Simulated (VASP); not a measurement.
# Na6ZnSb2 (C2/m) in VASP: single point with PBE

Aim: the single point of Na6ZnSb2 with PBE.

All numbers are computed with VASP 6.6.1; they aren't measurements. Logs are shortened: lines on timing, memory, paths and dates and some standing lists are left out, and cuts for length are marked.

**1. The cell of the first run**

Symmetry: C2/m, No. 12, monoclinic system. The conventional cell has a = 10.076 Å, b = 5.473 Å, c = 9.315 Å, α = 90.00°, β = 98.07°, γ = 90.00°. Within 3.8 Å of Sb (site symmetry m) lie 1 Zn at 2.56 Å and 10 Na at 3.16 to 3.72 Å. Within 3.5 Å of Zn (site symmetry 2/m) lie 2 Sb at 2.56 Å and 6 Na at 3.11 to 3.45 Å. Na (site symmetry m) has 3 Sb at 3.26 to 3.28 Å and 11 Na at 3.26 to 4.48 Å and 2 Zn at 3.79 Å within 4.5 Å. Na (site symmetry m) has 3 Zn at 3.11 to 3.45 Å and 8 Na at 3.20 to 4.20 Å and 3 Sb at 3.31 to 3.51 Å within 4.3 Å. Na (site symmetry m) has 4 Sb at 3.16 to 3.72 Å and 10 Na at 3.21 to 4.48 Å and 1 Zn at 4.41 Å within 4.5 Å.

**2. Single point, PBE**

Contents of POSCAR:

```
Na6ZnSb2
1.0
    0.0000000000      5.4729100000      0.0000000000
    5.0381410000     -2.7364550000      0.0000000000
    1.3077170000      0.0000000000     -9.2230930000
Sb Zn Na
2 1 6
Direct
    0.1447400000      0.2894800000      0.7509700000
    0.8552600000      0.7105200000      0.2490300000
    0.0000000000      0.0000000000      0.0000000000
    0.4703000000      0.9406000000      0.7247000000
    0.5297000000      0.0594000000      0.2753000000
    0.2926000000      0.5852000000      0.0705000000
    0.7074000000      0.4148000000      0.9295000000
    0.1736000000      0.3472000000      0.4092000000
    0.8264000000      0.6528000000      0.5908000000
```

Contents of INCAR.step1:

```
ALGO = Normal
EDIFF = 1E-6
ENCUT = 400
GGA = PE
GGA_COMPAT = False
ISIF = 2
ISMEAR = -1
LASPH = True
LCHARG = True
LORBIT = 11
LREAL = False
LWAVE = False
NBANDS = 42
NEDOS = 2001
NELM = 120
PREC = Accurate
SIGMA = 0.0183
```

Contents of KPOINTS.step1:

```
k-points
0
Gamma
  6 6 4
```

Contents of INCAR.step2:

```
ALGO = Normal
EDIFF = 1E-6
ENCUT = 400
GGA = PE
GGA_COMPAT = False
ICHARG = 11
ISIF = 2
ISMEAR = -5
LASPH = True
LCHARG = False
LORBIT = 11
LREAL = False
LWAVE = False
NEDOS = 2001
NELM = 120
PREC = Accurate
SIGMA = 0.0183
```

Contents of KPOINTS.step2:

```
k-points
0
Gamma
  9 9 6
```

Potentials or basis: VASP PAW PBE potentials, release 64 (Sb, Zn, Na_pv).

Command:

```bash
$ cat potpaw_PBE.64/Sb/POTCAR potpaw_PBE.64/Zn/POTCAR potpaw_PBE.64/Na_pv/POTCAR > POTCAR
$ cp INCAR.step1 INCAR
$ cp KPOINTS.step1 KPOINTS
$ mpirun -np 1 vasp_std > vasp.out
$ cp INCAR.step2 INCAR
$ cp KPOINTS.step2 KPOINTS
$ mpirun -np 1 vasp_std > vasp.out
```

OUTCAR:

```text
EDIFF = 1E-6
   ENCUT = 400
   GGA = PE
   ICHARG = 11
   ISIF = 2
   ISMEAR = -5
   LASPH = True
   LORBIT = 11
   LREAL = False
   NELM = 120
   PREC = Accurate

 ion  position               nearest neighbor table
   1  0.145  0.289  0.751-   3 2.56   8 3.16   4 3.26   4 3.28   4 3.28
   2  0.855  0.711  0.249-   3 2.56   9 3.16   5 3.26   5 3.28   5 3.28
   3  0.000  0.000  0.000-   1 2.56   2 2.56
   4  0.470  0.941  0.725-   1 3.26   1 3.28   1 3.28
   5  0.530  0.059  0.275-   2 3.26   2 3.28   2 3.28
   6  0.293  0.585  0.071-
   7  0.707  0.415  0.929-
   8  0.174  0.347  0.409-   1 3.16
   9  0.826  0.653  0.591-   2 3.16

  LATTYP: Found a base centered monoclinic cell.
 ALAT       =    10.0762820000
 B/A-ratio  =     0.5431477603
 C/A-ratio  =     0.9244819150
 COS(beta)  =    -0.1403831672

  Lattice vectors:

 A1 = (  -5.0381410000,  -2.7364550000,   0.0000000000)
 A2 = (  -5.0381410000,   2.7364550000,   0.0000000000)
 A3 = (   1.3077170000,   0.0000000000,  -9.2230930000)

Analysis of symmetry for initial positions (statically):
=====================================================================
 Subroutine PRICEL returns:
 Original cell was already a primitive cell.

 Routine SETGRP: Setting up the symmetry group for a
 base centered monoclinic supercell.

 Subroutine GETGRP returns: Found  4 space group operations
 (whereof  4 operations were pure point group operations)
 out of a pool of  4 trial point group operations.

The static configuration has the point symmetry C_2h.

Analysis of symmetry for dynamics (positions and initial velocities):
=====================================================================
 Subroutine PRICEL returns:
 Original cell was already a primitive cell.

 Routine SETGRP: Setting up the symmetry group for a
 base centered monoclinic supercell.

 Subroutine GETGRP returns: Found  4 space group operations
 (whereof  4 operations were pure point group operations)
 out of a pool of  4 trial point group operations.

The dynamic configuration has the point symmetry C_2h.

 Subroutine INISYM returns: Found  4 space group operations
 (whereof  4 operations are pure point group operations),
 and found     1 'primitive' translations

----------------------------------------------------------------------------------------

                                     Primitive cell

  volume of cell :     254.3110

  direct lattice vectors                    reciprocal lattice vectors
     0.000000000  5.472910000  0.000000000     0.099242955  0.182718152  0.014071386
     5.038141000 -2.736455000  0.000000000     0.198485910  0.000000000  0.028142771
     1.307717000  0.000000000 -9.223093000     0.000000000  0.000000000 -0.108423497

  length of vectors
     5.472910000  5.733328065  9.315340479     0.208406072  0.200471125  0.108423497

  position of ions in fractional coordinates (direct lattice)
     0.144740000  0.289480000  0.750970000
     0.855260000  0.710520000  0.249030000
     0.000000000  0.000000000  0.000000000
     0.470300000  0.940600000  0.724700000
     0.529700000  0.059400000  0.275300000
     0.292600000  0.585200000  0.070500000
     0.707400000  0.414800000  0.929500000
     0.173600000  0.347200000  0.409200000
     0.826400000  0.652800000  0.590800000

  ion indices of the primitive-cell ions
   primitive index   ion index
                 1           1
                 2           2
                 3           3
                 4           4
                 5           5
                 6           6
                 7           7
                 8           8
                 9           9

----------------------------------------------------------------------------------------

 KPOINTS: k-points

Automatic generation of k-mesh.
 Grid dimensions read from file:
 generate k-points for:    9    9    6

 Generating k-lattice:

  Cartesian coordinates                     Fractional coordinates (reciprocal lattice)
     0.011026995  0.020302017  0.001563487     0.111111111 -0.000000000  0.000000000
     0.022053990  0.000000000  0.003126975     0.000000000  0.111111111  0.000000000
     0.000000000  0.000000000 -0.018070583     0.000000000  0.000000000  0.166666667

  Length of vectors
     0.023156230  0.022274569  0.018070583

  Shift w.r.t. Gamma in fractional coordinates (k-lattice)
     0.000000000  0.000000000  0.000000000

 TETIRR: Found   1454 inequivalent tetrahedra from     2916

 Subroutine IBZKPT returns following result:
 ===========================================

 Found    140 irreducible k-points:

 Following reciprocal coordinates:
            Coordinates               Weight
  0.000000  0.000000  0.000000      1.000000
  0.111111  0.000000  0.000000      4.000000
  0.222222  0.000000 -0.000000      4.000000
  0.333333 -0.000000 -0.000000      4.000000
  0.444444  0.000000 -0.000000      4.000000
  0.000000  0.111111  0.000000      2.000000
[... 16 lines left out ...]
  0.333333  0.333333 -0.000000      2.000000
  0.000000  0.444444 -0.000000      2.000000
 [... further k-points ...]
   k-points           NKPTS =    140   k-points in BZ     NKDIM =    140   number of bands    NBANDS=     38
   number of dos      NEDOS =   2001   number of ions     NIONS =      9
   total plane-waves  NPLWV =  92160
   dimension x,y,z NGX =    36 NGY =   40 NGZ =   64
   dimension x,y,z NGXF=    72 NGYF=   80 NGZF=  128
   ions per type =               2   1   6
   NGX,Y,Z   is equivalent  to a cutoff of  10.94, 11.60, 11.42 a.u.
   NGXF,Y,Z  is equivalent  to a cutoff of  21.87, 23.20, 22.84 a.u.
 SYSTEM =  unknown system
   PREC   = accura    normal or accurate (medium, high low for compatibility)
   ISTART =      0    job   : 0-new  1-cont  2-samecut
   ICHARG =     11    charge: 1-file 2-atom 10-const
   ISPIN  =      1    spin polarized calculation?
   LNONCOLLINEAR =      F non collinear calculations
   LSORBIT =      F    spin-orbit coupling
   LASPH  =      T    aspherical Exc in radial PAW
   ENCUT  =  400.0 eV  29.40 Ry    5.42 a.u.   8.92  9.35 15.19*2*pi/ulx,y,z
   NELM   =    120;   NELMIN=  2; NELMDL=  0     # of ELM steps
   EDIFF  = 0.1E-05   stopping-criterion for ELM
   LREAL  =      F    real-space projection
   EDIFFG = 0.1E-04   stopping-criterion for IOM
   NSW    =      0    number of steps for IOM
   IBRION =     -1    ionic relax: 0-MD 1-quasi-New 2-CG
   NFREE  =      0    steps in history (QN), initial steepest desc. (CG)
   ISIF   =      2    stress and relaxation
   ISYM   =      2    0-nonsym 1-usesym 2-fastsym
   POTIM  = 0.5000    time-step for ionic-motion
   TEBEG  =    0.0;   TEEND  =   0.0 temperature during run
   PSTRESS=    0.0 pullay stress
   NELECT =      64.0000    total number of electrons
   NUPDOWN=      -1.0000    fix difference up-down
   EMIN   =  10.00;   EMAX   =-10.00  energy-range for DOS
   EFERMI =   0.00;   METHOD = LEGACY
   ISMEAR =    -5;   SIGMA  =   0.02  broadening in eV -4-tet -1-fermi 0-gaus
   EFERMI_NEDOS =   21; number of points for ismear=-14 and -15
   IALGO  =     38    algorithm
   IMIX   =      4    mixing-type and parameters
     AMIX     =   0.40;   BMIX     =  1.00
     AMIX_MAG =   1.60;   BMIX_MAG =  1.00
  volume/ion in A,a.u.               =      28.26       190.69
  Fermi-wavevector in a.u.,A,eV,Ry     =   1.033586  1.953193 14.535091  1.068299
  Thomas-Fermi vector in A             =   2.167839
   LORBIT       =     11    0 simple, 1 ext, 2 COOP (PROOUT), +10 PAW based schemes
   GGA     = PE    functional components
   LHFCALC =     F    Hartree Fock is set to
   AEXX    =    0.0000 exact exchange contribution
   IVDW    =     0    specifies the selected vdW correction
   LEPSILON=     F    determine dielectric tensor
   LRPA    =     F    only Hartree local field effects (RPA)
 non-spin polarized calculation
 Fermi weights with tetrahedron method with Bloechl corrections
  energy-cutoff  :      400.00
  volume of cell :      254.31
 maximum number of plane-waves:      4641

 number of electron      64.0000038 magnetization

 Free energy of the ion-electron system (eV)
  ---------------------------------------------------
  ext. energy  EPLUGINS =         0.00000000
  ---------------------------------------------------
  free energy    TOTEN  =       -19.30570503 eV

  energy without entropy =      -19.30570503  energy(sigma->0) =      -19.30570503

 E-fermi :   2.8246     XC(G=0):  -7.9030

 val. band max:        2.8907992649   @ k =   0.1111   0.1111   0.5000
 cond. band min:       2.7830357853   @ k =  -0.4444   0.0000   0.1667
 fundamental gap:     -0.1077634797
 Fermi energy:         2.8245982269

 k-point     1 :       0.0000    0.0000    0.0000
  band No.  band energies     occupation
      1     -22.4444      2.00000
      2     -22.4423      2.00000
      3     -22.4294      2.00000
      4     -22.4267      2.00000
      5     -22.4173      2.00000
      6     -22.4166      2.00000
[... 30 lines left out ...]
     37       4.8467      0.00000
     38       5.3203      0.00000

 k-point     2 :       0.1111    0.0000    0.0000
  band No.  band energies     occupation
      1     -22.4445      2.00000
      2     -22.4427      2.00000
      3     -22.4294      2.00000
      4     -22.4265      2.00000
      5     -22.4188      2.00000
      6     -22.4161      2.00000
[... 30 lines left out ...]
     37       4.8630      0.00000
     38       5.0185      0.00000

 k-point     3 :       0.2222    0.0000   -0.0000
  band No.  band energies     occupation
      1     -22.4449      2.00000
      2     -22.4436      2.00000
      3     -22.4296      2.00000
      4     -22.4261      2.00000
      5     -22.4198      2.00000
      6     -22.4165      2.00000
[... 30 lines left out ...]
     37       4.9295      0.00000
     38       5.1421      0.00000

 k-point     4 :       0.3333   -0.0000   -0.0000
  band No.  band energies     occupation
      1     -22.4453      2.00000
      2     -22.4446      2.00000
      3     -22.4299      2.00000
      4     -22.4257      2.00000
      5     -22.4197      2.00000
      6     -22.4171      2.00000
[... 30 lines left out ...]
     37       5.3818      0.00000
     38       5.4692      0.00000
[... 703 lines left out ...]
      4     -22.4241      2.00000
      5     -22.4223      2.00000
      6     -22.4165      2.00000
[... 30 lines left out ...]
     37       4.8771      0.00000
     38       5.4635      0.00000

 k-point    23 :       0.3333    0.3333   -0.0000
  band No.  band energies     occupation
      1     -22.4463      2.00000
      2     -22.4450      2.00000
      3     -22.4290      2.00000
      4     -22.4248      2.00000
      5     -22.4223      2.00000
      6     -22.4154      2.00000
[... 30 lines left out ...]
     37       5.0666      0.00000
     38       5.4127      0.00000

 k-point    24 :       0.0000    0.4444   -0.0000
  band No.  band energies     occupation
      1     -22.4458      2.00000
      2     -22.4446      2.00000
      3     -22.4286      2.00000
      4     -22.4237      2.00000
      5     -22.4212      2.00000
      6     -22.4168      2.00000
[... 30 lines left out ...]
     37       4.5267      0.00000
     38       5.4480      0.00000

 [... further k-points ...]

------------------------ aborting loop because EDIFF is reached ----------------------------------------

  FORCE on cell =-STRESS in cart. coord.  units (eV):
  Direction    XX          YY          ZZ          XY          YZ          ZX
  --------------------------------------------------------------------------------------
  -------------------------------------------------------------------------------------
  Total        0.4310019     -0.9174206      3.7485912      0.0000000      0.0000000      0.8263018
  in kB        2.7153420     -5.7798138     23.6163868      0.0000000      0.0000000      5.2057591
  external PRESSURE =       6.8506383 kB  Pullay stress =       0.0000000 kB

 VOLUME and BASIS-vectors are now :
 -----------------------------------------------------------------------------
  energy-cutoff  :      400.00
  volume of cell :      254.31
      direct lattice vectors                 reciprocal lattice vectors
     0.000000000  5.472910000  0.000000000     0.099242955  0.182718152  0.014071386
     5.038141000 -2.736455000  0.000000000     0.198485910  0.000000000  0.028142771
     1.307717000  0.000000000 -9.223093000     0.000000000  0.000000000 -0.108423497

 POSITION                                       TOTAL-FORCE (eV/Angst)
 -----------------------------------------------------------------------------------
      2.44050      0.00000     -6.92627         0.242698     -0.000000      0.256614
      3.90536      2.73645     -2.29683        -0.242698     -0.000000     -0.256614
      0.00000      0.00000      0.00000         0.000000      0.000000      0.000000
      5.68658      0.00000     -6.68398         0.021173     -0.000000      0.071436
      0.65928      2.73645     -2.53912        -0.021173     -0.000000     -0.071436
      3.04051      0.00000     -0.65023         0.125296      0.000000      0.073053
      3.30534      2.73645     -8.57286        -0.125296     -0.000000     -0.073053
      2.28436      0.00000     -3.77409         0.000156      0.000000     -0.105650
      4.06150      2.73645     -5.44900        -0.000156     -0.000000      0.105650
 -----------------------------------------------------------------------------------
    total drift:                               -0.000000     -0.000000      0.000000

  FREE ENERGIE OF THE ION-ELECTRON SYSTEM (eV)
  ---------------------------------------------------
  free  energy   TOTEN  =       -19.3057050291 eV

  energy  without entropy=      -19.3057050291  energy(sigma->0) =      -19.30570503

 total charge

# of ion       s       p       d       tot
------------------------------------------
    1        1.158   1.294   0.013   2.465
    2        1.158   1.294   0.013   2.465
    3        0.653   0.382   9.714  10.749
    4        0.075   5.979   0.000   6.053
    5        0.075   5.979   0.000   6.053
    6        0.083   5.981   0.000   6.064
    7        0.083   5.981   0.000   6.064
    8        0.080   5.973   0.000   6.052
    9        0.080   5.973   0.000   6.052
--------------------------------------------------
tot          3.443  38.835   9.739  52.017
```

Wall time 26 min (1 thread of AMD EPYC 7R43 (Zen 3), shared host); peak memory 0.8 GiB.

Results:

- Valence electrons inside the program's atomic spheres: Sb 2.46; Zn 10.75; Na 6.05, 6.06 (each value once)

Levels at points of the mesh, in eV from the Fermi level:
```tsv
k point	band 30	band 31	band 32	band 33	band 34	band 35
(0.00, 0.00, 0.00)	-1.87	-1.67	-1.38	-0.35	1.24	1.57
(0.00, 0.00, 0.50)	-1.92	-1.56	-0.25	-0.10	0.59	1.35
```

Caveat: spin-orbit coupling is left out, which moves the levels of the heavy elements.
